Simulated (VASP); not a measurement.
Set up this calculation in VASP 6.6.1, as the native input.

| Quantity | Value |
| --- | --- |
| Task | relaxation of cell and atoms |
| Functional | PBE |
| Potentials or basis | VASP PAW PBE potentials, release 64 (Bi_d, Te) |
| Cutoff | 600 eV |
| k mesh | 8 × 8 × 8 |
| Occupations | gaussian, width 0.1 eV |
| Spin | no spin polarisation |
| Dipole correction | no |
| Further INCAR settings | ALGO = Normal; EDIFF = 1e-06; IBRION = 2; EDIFFG = -0.01; NSW = 100; ISIF = 3 |

The structure of BiTe5 lies in POSCAR:

```
BiTe5
1.0
    0.0000000000      4.6766392100      4.6766392100
    4.6766392100      0.0000000000      4.6766392100
    4.6766392100      4.6766392100      0.0000000000
Bi Te
1 5
Direct
    0.0000000000      0.0000000000      0.0000000000
    0.2500000000      0.2500000000      0.2500000000
    0.1250000000      0.6250000000      0.6250000000
    0.6250000000      0.6250000000      0.6250000000
    0.6250000000      0.1250000000      0.6250000000
    0.6250000000      0.6250000000      0.1250000000
```

The input as run:

INCAR

```
SYSTEM = BiTe5
ALGO     = Normal         ! electronic algorithm
EDIFF    = 1E-6           ! SCF threshold, eV
EDIFFG   = -0.01          ! ionic threshold
ENCUT    = 600            ! plane-wave cutoff, eV
GGA      = PE             ! functional
IBRION   = 2              ! ionic algorithm
ISIF     = 3              ! what is computed and relaxed
ISMEAR   = 0              ! smearing method
LASPH    = .TRUE.         ! aspherical terms in the spheres
LCHARG   = .FALSE.        ! write CHGCAR
LREAL    = .FALSE.        ! projectors in reciprocal space
LWAVE    = .FALSE.        ! write WAVECAR
NELM     = 80             ! most SCF steps
NSW      = 100            ! ionic steps
PREC     = Accurate       ! precision mode
SIGMA    = 0.1            ! smearing width, eV
```

KPOINTS

```
k-points
0
G
  8 8 8
  0 0 0
```

Potentials or basis: VASP PAW PBE potentials, release 64 (Bi_d, Te).

Command:

```sh
$ cat potpaw_PBE.64/Bi_d/POTCAR potpaw_PBE.64/Te/POTCAR > POTCAR
$ mpirun -np 1 vasp_std > vasp.out
```

It gave:

| Property | Result |
| --- | --- |
| Relaxed volume | 30.31 Å³/atom |
| Relaxed cell | a = 6.360 Å, b = 6.360 Å, c = 6.360 Å, α = 60.00°, β = 60.00°, γ = 60.00° |
| Space group after relaxing (to 0.05 Å) | F-43m (No. 216) |
| Energy gained by relaxing | 55.1 meV/atom |
| Ionic steps | 7 |
| Pressure after relaxing | 0.0 GPa |

Wall time 11 min on 1 thread of Intel(R) Xeon(R) Platinum 8488C (Sapphire Rapids) (shared host), peak memory 0.52 GiB.
